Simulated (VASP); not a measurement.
# Si2W (I4/mmm) in VASP: notebook, part 2 of 2

VASP 6.6.1.

## Step 4: Single point, PBE (14.09 Å³/atom)

This run uses another cell than the first one, of 14.09 Å³/atom.

INCAR reads:

```
SYSTEM = Si2W
PREC = Accurate
ENCUT = 520
EDIFF = 1E-6
ISMEAR = -1
SIGMA = 0.05
LREAL = .False.
LASPH = .True.
NELM = 60
ALGO = Normal
ISIF = 2
LWAVE = .False.
LCHARG = .False.
GGA = PE
NBANDS = 18
ISYM = 0
```

KPOINTS reads:

```
regular mesh
0
Gamma
  11 11 14
  0 0 0
```

POSCAR reads:

```
Si2W
1.0
   -1.6271340025      1.6271340025      3.9918480510
    1.6271340025     -1.6271340025      3.9918480510
    1.6271340025      1.6271340025     -3.9918480510
Si W
2 1
Direct
    0.3330000000      0.3330000000      0.0000000000
    0.6670000000      0.6670000000      0.0000000000
    0.0000000000      0.0000000000      0.0000000000
```

Potentials or basis: VASP PAW PBE potentials, release 64 (Si, W_sv).

Run with:

```
> cat potpaw_PBE.64/Si/POTCAR potpaw_PBE.64/W_sv/POTCAR > POTCAR
> mpirun -np 1 vasp_std > vasp.out
```

OUTCAR:

```text
SYSTEM = Si2W
   PREC = Accurate
   ENCUT = 520
   EDIFF = 1E-6
   ISMEAR = -1
   LREAL = .False.
   LASPH = .True.
   NELM = 60
   ISIF = 2
   GGA = PE
   ISYM = 0

 ion  position               nearest neighbor table
   1  0.333  0.333  0.000-   2 2.66   2 2.66   2 2.66   2 2.66   3 2.66   3 2.66   3 2.66   3 2.66
                             3 2.66   2 2.67
   2  0.667  0.667  0.000-   1 2.66   1 2.66   1 2.66   1 2.66   3 2.66   3 2.66   3 2.66   3 2.66
                             3 2.66   1 2.67
   3  0.000  0.000  0.000-   1 2.66   2 2.66   2 2.66   1 2.66   2 2.66   2 2.66   2 2.66   1 2.66
                             1 2.66   1 2.66

IMPORTANT INFORMATION: All symmetrisations will be switched off!
NOSYMM: (Re-)initialisation of all symmetry stuff for point group C_1.

----------------------------------------------------------------------------------------

                                     Primitive cell

  volume of cell :      42.2747

  direct lattice vectors                    reciprocal lattice vectors
    -1.627134003  1.627134003  3.991848051     0.000000000  0.307288766  0.125255269
     1.627134003 -1.627134003  3.991848051     0.307288766  0.000000000  0.125255269
     1.627134003  1.627134003 -3.991848051     0.307288766  0.307288766  0.000000000

  length of vectors
     4.607600350  4.607600350  4.607600350     0.331836207  0.331836207  0.434571941

  position of ions in fractional coordinates (direct lattice)
     0.333000000  0.333000000  0.000000000
     0.667000000  0.667000000  0.000000000
     0.000000000  0.000000000  0.000000000

  ion indices of the primitive-cell ions
   primitive index   ion index
                 1           1
                 2           2
                 3           3

----------------------------------------------------------------------------------------

 KPOINTS: regular mesh

Automatic generation of k-mesh.
 Grid dimensions read from file:
 generate k-points for:   11   11   14

 Generating k-lattice:

  Cartesian coordinates                     Fractional coordinates (reciprocal lattice)
     0.000000000  0.027935342  0.011386843     0.090909091  0.000000000 -0.000000000
     0.027935342  0.000000000  0.011386843     0.000000000  0.090909091 -0.000000000
     0.021949198  0.021949198  0.000000000     0.000000000  0.000000000  0.071428571

  Length of vectors
     0.030166928  0.030166928  0.031040853

  Shift w.r.t. Gamma in fractional coordinates (k-lattice)
     0.000000000  0.000000000  0.000000000

 -----------------------------------------------------------------------------
|                                                                             |
|           W    W    AA    RRRRR   N    N  II  N    N   GGGG   !!!           |
|           W    W   A  A   R    R  NN   N  II  NN   N  G    G  !!!           |
|           W    W  A    A  R    R  N N  N  II  N N  N  G       !!!           |
|           W WW W  AAAAAA  RRRRR   N  N N  II  N  N N  G  GGG   !            |
|           WW  WW  A    A  R   R   N   NN  II  N   NN  G    G                |
|           W    W  A    A  R    R  N    N  II  N    N   GGGG   !!!           |
|                                                                             |
|     Your reciprocal lattice and k-lattice belong to different lattice       |
|     classes:                                                                |
|                                                                             |
[... 18 lines left out ...]
  0.090909 -0.000000  0.000000      2.000000
  0.181818 -0.000000  0.000000      2.000000
  0.272727 -0.000000  0.000000      2.000000
  0.363636 -0.000000  0.000000      2.000000
  0.454545 -0.000000  0.000000      2.000000
[... 16 lines left out ...]
  0.454545  0.181818  0.000000      2.000000
 -0.454545  0.181818  0.000000      2.000000
 [... further k-points ...]
   k-points           NKPTS =    848   k-points in BZ     NKDIM =    848   number of bands    NBANDS=     18
   number of dos      NEDOS =    301   number of ions     NIONS =      3
   total plane-waves  NPLWV =  46656
   dimension x,y,z NGX =    36 NGY =   36 NGZ =   36
   dimension x,y,z NGXF=    72 NGYF=   72 NGZF=   72
   ions per type =               2   1
   NGX,Y,Z   is equivalent  to a cutoff of  12.99, 12.99, 12.99 a.u.
   NGXF,Y,Z  is equivalent  to a cutoff of  25.98, 25.98, 25.98 a.u.
 SYSTEM =  Si2W
   PREC   = accura    normal or accurate (medium, high low for compatibility)
   ISTART =      0    job   : 0-new  1-cont  2-samecut
   ICHARG =      2    charge: 1-file 2-atom 10-const
   ISPIN  =      1    spin polarized calculation?
   LNONCOLLINEAR =      F non collinear calculations
   LSORBIT =      F    spin-orbit coupling
   LASPH  =      T    aspherical Exc in radial PAW
   ENCUT  =  520.0 eV  38.22 Ry    6.18 a.u.   8.57  8.57  8.57*2*pi/ulx,y,z
   NELM   =     60;   NELMIN=  2; NELMDL= -5     # of ELM steps
   EDIFF  = 0.1E-05   stopping-criterion for ELM
   LREAL  =      F    real-space projection
   EDIFFG = 0.1E-04   stopping-criterion for IOM
   NSW    =      0    number of steps for IOM
   IBRION =     -1    ionic relax: 0-MD 1-quasi-New 2-CG
   NFREE  =      0    steps in history (QN), initial steepest desc. (CG)
   ISIF   =      2    stress and relaxation
   ISYM   =      0    0-nonsym 1-usesym 2-fastsym
   POTIM  = 0.5000    time-step for ionic-motion
   TEBEG  =    0.0;   TEEND  =   0.0 temperature during run
   PSTRESS=    0.0 pullay stress
   NELECT =      22.0000    total number of electrons
   NUPDOWN=      -1.0000    fix difference up-down
   EMIN   =  10.00;   EMAX   =-10.00  energy-range for DOS
   EFERMI =   0.00;   METHOD = LEGACY
   ISMEAR =    -1;   SIGMA  =   0.05  broadening in eV -4-tet -1-fermi 0-gaus
   EFERMI_NEDOS =   21; number of points for ismear=-14 and -15
   IALGO  =     38    algorithm
   IMIX   =      4    mixing-type and parameters
     AMIX     =   0.40;   BMIX     =  1.00
     AMIX_MAG =   1.60;   BMIX_MAG =  1.00
  volume/ion in A,a.u.               =      14.09        95.09
  Fermi-wavevector in a.u.,A,eV,Ry     =   1.316807  2.488405 23.592245  1.733981
  Thomas-Fermi vector in A             =   2.446893
   LORBIT       =      0    0 simple, 1 ext, 2 COOP (PROOUT), +10 PAW based schemes
   GGA     = PE    functional components
   LHFCALC =     F    Hartree Fock is set to
   AEXX    =    0.0000 exact exchange contribution
   IVDW    =     0    specifies the selected vdW correction
   LEPSILON=     F    determine dielectric tensor
   LRPA    =     F    only Hartree local field effects (RPA)
 non-spin polarized calculation
  energy-cutoff  :      520.00
  volume of cell :       42.27
 maximum number of plane-waves:      1157
   NGX = 17   NGY = 17   NGZ = 17

 number of electron      22.0000002 magnetization

 Free energy of the ion-electron system (eV)
  ---------------------------------------------------
  ext. energy  EPLUGINS =         0.00000000
  ---------------------------------------------------
  free energy    TOTEN  =       -24.78469538 eV

  energy without entropy =      -24.78224118  energy(sigma->0) =      -24.78346828

 E-fermi :  11.3547     XC(G=0): -12.3198

 val. band max:       11.3502770516   @ k =  -0.2727  -0.1818   0.2857
 cond. band min:      11.3590769362   @ k =   0.4545   0.4545   0.3571
 fundamental gap:      0.0087998846
 Fermi energy:        11.3547443130

 k-point     1 :       0.0000    0.0000    0.0000
  band No.  band energies     occupation
      1     -62.6217      2.00000
      2     -26.8532      2.00000
      3     -26.8286      2.00000
      4     -26.8286      2.00000
      5      -2.3901      2.00000
      6       4.7920      2.00000
[... 481 lines left out ...]
      5       1.0773      2.00000
      6       2.8034      2.00000
[... 10 lines left out ...]
     17      18.2436      0.00000
     18      19.3958      0.00000

 [... further k-points ...]

------------------------ aborting loop because EDIFF is reached ----------------------------------------

  FORCE on cell =-STRESS in cart. coord.  units (eV):
  Direction    XX          YY          ZZ          XY          YZ          ZX
  --------------------------------------------------------------------------------------
  -------------------------------------------------------------------------------------
  Total       -1.4218399     -1.4218362     -2.3193007      0.0126717      0.0000776      0.0000746
  in kB      -53.8865849    -53.8864413    -87.8996220      0.4802482      0.0029419      0.0028257
  external PRESSURE =     -65.2242160 kB  Pullay stress =       0.0000000 kB

 VOLUME and BASIS-vectors are now :
 -----------------------------------------------------------------------------
  energy-cutoff  :      520.00
  volume of cell :       42.27
      direct lattice vectors                 reciprocal lattice vectors
    -1.627134003  1.627134003  3.991848051     0.000000000  0.307288766  0.125255269
     1.627134003 -1.627134003  3.991848051     0.307288766  0.000000000  0.125255269
     1.627134003  1.627134003 -3.991848051     0.307288766  0.307288766  0.000000000

 POSITION                                       TOTAL-FORCE (eV/Angst)
 -----------------------------------------------------------------------------------
      0.00000      0.00000      2.65857        -0.000303     -0.000303      0.287912
      0.00000      0.00000      5.32513         0.000303      0.000303     -0.287912
      0.00000      0.00000      0.00000         0.000000      0.000000     -0.000000
 -----------------------------------------------------------------------------------
    total drift:                                0.000000      0.000000      0.000000

  FREE ENERGIE OF THE ION-ELECTRON SYSTEM (eV)
  ---------------------------------------------------
  free  energy   TOTEN  =       -24.7846953843 eV

  energy  without entropy=      -24.7822411816  energy(sigma->0) =      -24.78346828
```

stdout:

```text
POSCAR found type information on POSCAR SiW
 POSCAR found :  2 types and       3 ions
 scaLAPACK will be used
 LDA part: xc-table for (Slater+PW92), standard interpolation
 -----------------------------------------------------------------------------
|                                                                             |
|           W    W    AA    RRRRR   N    N  II  N    N   GGGG   !!!           |
|           W    W   A  A   R    R  NN   N  II  NN   N  G    G  !!!           |
|           W    W  A    A  R    R  N N  N  II  N N  N  G       !!!           |
|           W WW W  AAAAAA  RRRRR   N  N N  II  N  N N  G  GGG   !            |
|           WW  WW  A    A  R   R   N   NN  II  N   NN  G    G                |
|           W    W  A    A  R    R  N    N  II  N    N   GGGG   !!!           |
|                                                                             |
|     Your reciprocal lattice and k-lattice belong to different lattice       |
|     classes:                                                                |
|                                                                             |
|        The reciprocal lattice is body-centered tetragonal,                  |
|        whereas your k-lattice is base-centered monoclinic.                  |
|                                                                             |
|     Results are often still useful ...                                      |
|                                                                             |
 -----------------------------------------------------------------------------

 POSCAR, INCAR and KPOINTS ok, starting setup
 FFT: planning ... GRIDC
 FFT: planning ... GRID_SOFT
 FFT: planning ... GRID
 WAVECAR not read
 entering main loop
```

It took 7.7 min on 1 thread of AMD EPYC 9R45 (Zen 5), shared host; peak memory 0.66 GiB.

What came out:

```
Free energy            : -24.7847 eV
Pressure               : -6.5 GPa
Largest force          : 0.288 eV/Å
Band gap on the k mesh : zero (bands 11 and 12 overlap by 1.19 eV)
```

Forces in eV/Å, atoms in the order of the input:
```
Si   0.000  0.000  0.288
Si   0.000  0.000 -0.288
W    0.000  0.000  0.000
```

Levels at points of the mesh, in eV from the Fermi level:
```
           k point  band 8  band 9  band 10  band 11  band 12  band 13  band 14  band 15
(0.00, 0.00, 0.00)   -3.10   -2.74    -2.74     0.63     2.43     3.01     3.07     3.07
(0.00, 0.00, 0.50)   -5.58   -4.89    -3.13    -1.68     2.47     2.80     2.92     3.60
```

Caveat: the cell stands under tension; spin-orbit coupling is left out, which moves the levels of the heavy elements.

## Step 5: Single point, PBE (12.74 Å³/atom)

This run uses another cell than the first one, of 12.74 Å³/atom.

INCAR reads:

```
SYSTEM = Si2W
ALGO = Normal
EDIFF = 1E-7
ENCUT = 520
GGA = PE
ISIF = 2
ISMEAR = -1
ISYM = 0
LASPH = .TRUE.
LCHARG = .FALSE.
LREAL = .FALSE.
LWAVE = .FALSE.
NBANDS = 18
NELM = 80
PREC = Accurate
SIGMA = 0.05
```

KPOINTS reads:

```
k-points
0
G
  11 11 14
  0 0 0
```

POSCAR reads:

```
Si2W
1.0
   -1.5732152906      1.5732152906      3.8595692683
    1.5732152906     -1.5732152906      3.8595692683
    1.5732152906      1.5732152906     -3.8595692683
Si W
2 1
Direct
    0.3330000000      0.3330000000      0.0000000000
    0.6670000000      0.6670000000      0.0000000000
    0.0000000000      0.0000000000      0.0000000000
```

Run with:

```
> cat potpaw_PBE.64/Si/POTCAR potpaw_PBE.64/W_sv/POTCAR > POTCAR
> mpirun -np 1 vasp_std > vasp.out
```

Wall time 9.8 min (1 thread of Intel Xeon Platinum 8488C (Sapphire Rapids), shared host); peak memory 0.64 GiB.

Results (log left out):

```yaml
Free_energy: -24.6652 eV
Pressure: 18.0 GPa
Largest_force: 0.072 eV/Å
Band_gap_on_the_k_mesh: zero (bands 11 and 12 overlap by 1.36 eV)
```

Forces on the atoms (eV/Å):
```
Si   0.000  0.000  0.072
Si   0.000  0.000 -0.072
W    0.000  0.000  0.000
```

Stress tensor (GPa, compression positive):
```
18.27  0.05  0.00
 0.05 18.27  0.00
 0.00  0.00 17.52
```

Levels at points of the mesh, in eV from the Fermi level:
```csv
k point,band 9,band 10,band 11,band 12,band 13,band 14
"(0.00, 0.00, 0.00)",-3.05,-3.05,0.70,2.62,3.06,3.34
"(0.00, 0.00, 0.50)",-5.31,-3.56,-1.73,2.85,3.26,3.42
```

Caveat: the cell stands under pressure; spin-orbit coupling is left out, which moves the levels of the heavy elements.

## Step 6: Summary

```tsv
cell	gap on the mesh (eV)	pressure (GPa)	largest force (eV/Å)
a = 4.517 Å, angles 138.6, 138.6, 59.9°, 3 atoms	none	6.6	0.17
a = 4.563 Å, angles 138.6, 138.6, 59.9°, 3 atoms	none	-0.5	0.23
a = 4.608 Å, angles 138.6, 138.6, 59.9°, 3 atoms	none	-6.5	0.29
a = 4.455 Å, angles 138.6, 138.6, 59.9°, 3 atoms	none	18.0	0.07
```

Alike in all rows: task single point; level PBE; potentials or basis VASP PAW PBE potentials, release 64 (Si, W_sv); no spin polarisation; k mesh 11 × 11 × 14; cutoff (eV) 520; smearing fermi-dirac 0.05 eV.

Caveats: spin-orbit coupling is left out, which moves the levels of the heavy elements; the cell stands under pressure (at least some runs); the cell stands under tension (at least some runs).

Total energies depend on the potentials used, so only differences within one code and one set of settings carry meaning.

The gap in the log of VASP goes by the Fermi energy; the results here count the filled bands.